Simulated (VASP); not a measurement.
# BaTiO3 (P4/mmm) in VASP: notebook

The runs below take BaTiO3 through single point, with PBEsol.

Program: VASP 6.6.1. These are calculated values, not measurements. Logs are shortened: lines on timing, memory, paths and dates and some standing lists are left out, and cuts for length are marked.

**1. The cell of the first run**

It takes space group P4/mmm (No. 123, tetragonal). Conventional cell: a = 3.950 Å, b = 3.950 Å, c = 4.049 Å, α = 90.00°, β = 90.00°, γ = 90.00°. Within 3.7 Å of Ba (site symmetry 4/mmm) lie 12 O at 2.79 to 2.83 Å and 8 Ti at 3.45 Å. Within 2.6 Å of Ti (site symmetry 4/mmm) lie 6 O at 1.98 to 2.02 Å. O (site symmetry 4/mmm) has 2 Ti at 2.02 Å within 2.7 Å. Within 2.6 Å of O (site symmetry mmm) lie 2 Ti at 1.98 Å.

**2. Single point, PBEsol (uniaxial strain along a: +2.0 %, then relaxed in part)**

Contents of INCAR:

```
SYSTEM = BaTiO3
ALGO = Normal
EDIFF = 1E-7
ENCUT = 520
GGA = PS
ISIF = 2
ISMEAR = 0
LASPH = .True.
LCHARG = .False.
LREAL = .False.
LWAVE = .False.
NBANDS = 28
NELM = 60
PREC = Accurate
SIGMA = 0.02
```

Contents of KPOINTS:

```
k-points
0
Gamma
  8 8 8
  0 0 0
```

Contents of POSCAR:

```
BaTiO3
1.0
    4.0492667190      0.0000000000      0.0000000000
    0.0000000000      3.9501830643      0.0000000000
    0.0000000000      0.0000000000      3.9501830643
Ba Ti O
1 1 3
Direct
    0.5000000000      0.5000000000      0.5000000000
    0.0000000000      0.0000000000      0.0000000000
    0.5000000000      0.0000000000      0.0000000000
    0.0000000000      0.5000000000      0.0000000000
    0.0000000000      0.0000000000      0.5000000000
```

Potentials or basis: VASP PAW PBE potentials, release 64 (Ba_sv, Ti_sv, O).

Launch:

```sh
cat potpaw_PBE.64/Ba_sv/POTCAR potpaw_PBE.64/Ti_sv/POTCAR potpaw_PBE.64/O/POTCAR > POTCAR
mpirun -np 1 vasp_std > vasp.out
```

OUTCAR:

```text
SYSTEM = BaTiO3
   EDIFF = 1E-7
   ENCUT = 520
   GGA = PS
   ISIF = 2
   ISMEAR = 0
   LASPH = .True.
   LREAL = .False.
   NELM = 60
   PREC = Accurate

 ion  position               nearest neighbor table
   1  0.500  0.500  0.500-   3 2.79   3 2.79   3 2.79   3 2.79   4 2.83   5 2.83   5 2.83   4 2.83
                             4 2.83   5 2.83   4 2.83   5 2.83   2 3.45   2 3.45   2 3.45   2 3.45
   2  0.000  0.000  0.000-   4 1.98   5 1.98   5 1.98   4 1.98   3 2.02   3 2.02   1 3.45   1 3.45
                             1 3.45   1 3.45   1 3.45   1 3.45   1 3.45   1 3.45
   3  0.500  0.000  0.000-   2 2.02   2 2.02   1 2.79   1 2.79   1 2.79   1 2.79
   4  0.000  0.500  0.000-   2 1.98   2 1.98   1 2.83   1 2.83   1 2.83   1 2.83
   5  0.000  0.000  0.500-   2 1.98   2 1.98   1 2.83   1 2.83   1 2.83   1 2.83

  LATTYP: Found a simple tetragonal cell.
 ALAT       =     3.9501830643
 C/A-ratio  =     1.0250833070

  Lattice vectors:

 A1 = (   0.0000000000,   3.9501830643,   0.0000000000)
 A2 = (   0.0000000000,   0.0000000000,   3.9501830643)
 A3 = (   4.0492667190,   0.0000000000,   0.0000000000)

Analysis of symmetry for initial positions (statically):
=====================================================================
 Subroutine PRICEL returns:
 Original cell was already a primitive cell.

 Routine SETGRP: Setting up the symmetry group for a
 simple tetragonal supercell.

 Subroutine GETGRP returns: Found 16 space group operations
 (whereof 16 operations were pure point group operations)
 out of a pool of 16 trial point group operations.

The static configuration has the point symmetry D_4h.

Analysis of symmetry for dynamics (positions and initial velocities):
=====================================================================
 Subroutine PRICEL returns:
 Original cell was already a primitive cell.

 Routine SETGRP: Setting up the symmetry group for a
 simple tetragonal supercell.

 Subroutine GETGRP returns: Found 16 space group operations
 (whereof 16 operations were pure point group operations)
 out of a pool of 16 trial point group operations.

The dynamic configuration has the point symmetry D_4h.

 Subroutine INISYM returns: Found 16 space group operations
 (whereof 16 operations are pure point group operations),
 and found     1 'primitive' translations

----------------------------------------------------------------------------------------

                                     Primitive cell

  volume of cell :      63.1845

  direct lattice vectors                    reciprocal lattice vectors
     4.049266719  0.000000000  0.000000000     0.246958294  0.000000000  0.000000000
     0.000000000  3.950183064  0.000000000     0.000000000  0.253152824  0.000000000
     0.000000000  0.000000000  3.950183064     0.000000000  0.000000000  0.253152824

  length of vectors
     4.049266719  3.950183064  3.950183064     0.246958294  0.253152824  0.253152824

  position of ions in fractional coordinates (direct lattice)
     0.500000000  0.500000000  0.500000000
     0.000000000  0.000000000  0.000000000
     0.500000000  0.000000000  0.000000000
     0.000000000  0.500000000  0.000000000
     0.000000000  0.000000000  0.500000000

  ion indices of the primitive-cell ions
   primitive index   ion index
                 1           1
                 2           2
                 3           3
                 4           4
                 5           5

----------------------------------------------------------------------------------------

 KPOINTS: k-points

Automatic generation of k-mesh.
 Grid dimensions read from file:
 generate k-points for:    8    8    8

 Generating k-lattice:

  Cartesian coordinates                     Fractional coordinates (reciprocal lattice)
     0.030869787  0.000000000  0.000000000     0.125000000  0.000000000  0.000000000
     0.000000000  0.031644103  0.000000000     0.000000000  0.125000000  0.000000000
     0.000000000  0.000000000  0.031644103     0.000000000  0.000000000  0.125000000

  Length of vectors
     0.030869787  0.031644103  0.031644103

  Shift w.r.t. Gamma in fractional coordinates (k-lattice)
     0.000000000  0.000000000  0.000000000

 Subroutine IBZKPT returns following result:
 ===========================================

 Found     75 irreducible k-points:

 Following reciprocal coordinates:
            Coordinates               Weight
  0.000000  0.000000  0.000000      1.000000
  0.125000  0.000000  0.000000      2.000000
  0.250000  0.000000  0.000000      2.000000
  0.375000  0.000000  0.000000      2.000000
  0.500000  0.000000  0.000000      1.000000
  0.000000  0.125000  0.000000      4.000000
[... 16 lines left out ...]
  0.250000  0.500000  0.000000      4.000000
  0.375000  0.500000  0.000000      4.000000
 [... further k-points ...]
   k-points           NKPTS =     75   k-points in BZ     NKDIM =     75   number of bands    NBANDS=     28
   number of dos      NEDOS =    301   number of ions     NIONS =      5
   total plane-waves  NPLWV =  27000
   dimension x,y,z NGX =    30 NGY =   30 NGZ =   30
   dimension x,y,z NGXF=    60 NGYF=   60 NGZF=   60
   ions per type =               1   1   3
   NGX,Y,Z   is equivalent  to a cutoff of  12.32, 12.63, 12.63 a.u.
   NGXF,Y,Z  is equivalent  to a cutoff of  24.63, 25.25, 25.25 a.u.
 SYSTEM =  BaTiO3
   PREC   = accura    normal or accurate (medium, high low for compatibility)
   ISTART =      0    job   : 0-new  1-cont  2-samecut
   ICHARG =      2    charge: 1-file 2-atom 10-const
   ISPIN  =      1    spin polarized calculation?
   LNONCOLLINEAR =      F non collinear calculations
   LSORBIT =      F    spin-orbit coupling
   LASPH  =      T    aspherical Exc in radial PAW
   ENCUT  =  520.0 eV  38.22 Ry    6.18 a.u.   7.53  7.34  7.34*2*pi/ulx,y,z
   NELM   =     60;   NELMIN=  2; NELMDL= -5     # of ELM steps
   EDIFF  = 0.1E-06   stopping-criterion for ELM
   LREAL  =      F    real-space projection
   EDIFFG = 0.1E-05   stopping-criterion for IOM
   NSW    =      0    number of steps for IOM
   IBRION =     -1    ionic relax: 0-MD 1-quasi-New 2-CG
   NFREE  =      0    steps in history (QN), initial steepest desc. (CG)
   ISIF   =      2    stress and relaxation
   ISYM   =      2    0-nonsym 1-usesym 2-fastsym
   POTIM  = 0.5000    time-step for ionic-motion
   TEBEG  =    0.0;   TEEND  =   0.0 temperature during run
   PSTRESS=    0.0 pullay stress
   NELECT =      40.0000    total number of electrons
   NUPDOWN=      -1.0000    fix difference up-down
   EMIN   =  10.00;   EMAX   =-10.00  energy-range for DOS
   EFERMI =   0.00;   METHOD = LEGACY
   ISMEAR =     0;   SIGMA  =   0.02  broadening in eV -4-tet -1-fermi 0-gaus
   EFERMI_NEDOS =   21; number of points for ismear=-14 and -15
   IALGO  =     38    algorithm
   IMIX   =      4    mixing-type and parameters
     AMIX     =   0.40;   BMIX     =  1.00
     AMIX_MAG =   1.60;   BMIX_MAG =  1.00
  volume/ion in A,a.u.               =      12.64        85.28
  Fermi-wavevector in a.u.,A,eV,Ry     =   1.405695  2.656379 26.884833  1.975980
  Thomas-Fermi vector in A             =   2.528131
   LORBIT       =      0    0 simple, 1 ext, 2 COOP (PROOUT), +10 PAW based schemes
   GGA     = PS    functional components
   LHFCALC =     F    Hartree Fock is set to
   AEXX    =    0.0000 exact exchange contribution
   IVDW    =     0    specifies the selected vdW correction
   LEPSILON=     F    determine dielectric tensor
   LRPA    =     F    only Hartree local field effects (RPA)
 non-spin polarized calculation
 Gauss-broadening in eV      SIGMA  =   0.02
  energy-cutoff  :      520.00
  volume of cell :       63.18
 maximum number of plane-waves:      1727
   NGX = 15   NGY = 15   NGZ = 15

 number of electron      39.9999987 magnetization

 Free energy of the ion-electron system (eV)
  ---------------------------------------------------
  ext. energy  EPLUGINS =         0.00000000
  ---------------------------------------------------
  free energy    TOTEN  =       -41.96553097 eV

  energy without entropy =      -41.96553097  energy(sigma->0) =      -41.96553097

 E-fermi :   3.9907     XC(G=0): -11.5951

 val. band max:        3.8436919969   @ k =   0.5000   0.5000   0.5000
 cond. band min:       5.5179358149   @ k =   0.0000   0.0000   0.0000
 fundamental gap:      1.6742438179
 Fermi energy:         3.9907070073

 k-point     1 :       0.0000    0.0000    0.0000
  band No.  band energies     occupation
      1     -52.5006      2.00000
      2     -28.8381      2.00000
      3     -28.8381      2.00000
      4     -28.8254      2.00000
      5     -20.9220      2.00000
      6     -13.0609      2.00000
[... 20 lines left out ...]
     27       8.8649      0.00000
     28      11.1602      0.00000

 k-point     2 :       0.1250    0.0000    0.0000
  band No.  band energies     occupation
      1     -52.5005      2.00000
      2     -28.8378      2.00000
      3     -28.8378      2.00000
      4     -28.8324      2.00000
      5     -20.9049      2.00000
      6     -13.0916      2.00000
[... 20 lines left out ...]
     27       9.1580      0.00000
     28      11.5211      0.00000

 k-point     3 :       0.2500    0.0000    0.0000
  band No.  band energies     occupation
      1     -52.5002      2.00000
      2     -28.8492      2.00000
      3     -28.8371      2.00000
      4     -28.8371      2.00000
      5     -20.8630      2.00000
      6     -13.1942      2.00000
[... 20 lines left out ...]
     27       9.9301      0.00000
     28      12.2809      0.00000

 k-point     4 :       0.3750    0.0000    0.0000
  band No.  band energies     occupation
      1     -52.4999      2.00000
      2     -28.8659      2.00000
      3     -28.8365      2.00000
      4     -28.8365      2.00000
      5     -20.8202      2.00000
      6     -13.3190      2.00000
[... 578 lines left out ...]
     27      11.7475      0.00000
     28      12.2124      0.00000

 k-point    23 :       0.2500    0.5000    0.0000
  band No.  band energies     occupation
      1     -52.4989      2.00000
      2     -28.9004      2.00000
      3     -28.8458      2.00000
      4     -28.8347      2.00000
      5     -20.7454      2.00000
      6     -13.0478      2.00000
[... 20 lines left out ...]
     27      12.3876      0.00000
     28      12.5979      0.00000

 k-point    24 :       0.3750    0.5000    0.0000
  band No.  band energies     occupation
      1     -52.4986      2.00000
      2     -28.8991      2.00000
      3     -28.8619      2.00000
      4     -28.8340      2.00000
      5     -20.7200      2.00000
      6     -12.8511      2.00000
[... 20 lines left out ...]
     27      11.8436      0.00000
     28      13.4612      0.00000

 [... further k-points ...]
[... 5 lines left out ...]
  --------------------------------------------------------------------------------------
  -------------------------------------------------------------------------------------
  Total       -1.1652129      0.7829787      0.7829787      0.0000000      0.0000000     -0.0000000
  in kB      -29.5464306     19.8540762     19.8540762      0.0000000      0.0000000     -0.0000000
  external PRESSURE =       3.3872406 kB  Pullay stress =       0.0000000 kB

 VOLUME and BASIS-vectors are now :
 -----------------------------------------------------------------------------
  energy-cutoff  :      520.00
  volume of cell :       63.18
      direct lattice vectors                 reciprocal lattice vectors
     4.049266719  0.000000000  0.000000000     0.246958294  0.000000000  0.000000000
     0.000000000  3.950183064  0.000000000     0.000000000  0.253152824  0.000000000
     0.000000000  0.000000000  3.950183064     0.000000000  0.000000000  0.253152824

 POSITION                                       TOTAL-FORCE (eV/Angst)
 -----------------------------------------------------------------------------------
      2.02463      1.97509      1.97509         0.000000      0.000000      0.000000
      0.00000      0.00000      0.00000         0.000000      0.000000      0.000000
      2.02463      0.00000      0.00000         0.000000      0.000000      0.000000
      0.00000      1.97509      0.00000         0.000000      0.000000      0.000000
      0.00000      0.00000      1.97509         0.000000      0.000000      0.000000
 -----------------------------------------------------------------------------------
    total drift:                                0.000000     -0.000000      0.000000

  FREE ENERGIE OF THE ION-ELECTRON SYSTEM (eV)
  ---------------------------------------------------
  free  energy   TOTEN  =       -41.9655309700 eV

  energy  without entropy=      -41.9655309700  energy(sigma->0) =      -41.96553097
```

It took 1.7 min on 1 thread of Intel Xeon 6975P-C (Granite Rapids), shared host; peak memory 0.26 GiB.

Results:

* Free energy: -41.9655 eV
* Pressure: 0.3 GPa
* Band gap on the k mesh: 1.67 eV, indirect (least direct gap 1.83 eV)

Caveat: the cell differs from its parent crystal (uniaxial strain along a: +2.0 %, then relaxed in part); the PAW data sets were made with another functional, which shifts forces and pressure a little; spin-orbit coupling is left out, which moves the levels of the heavy elements.

(Continued in part 2 of 2.)
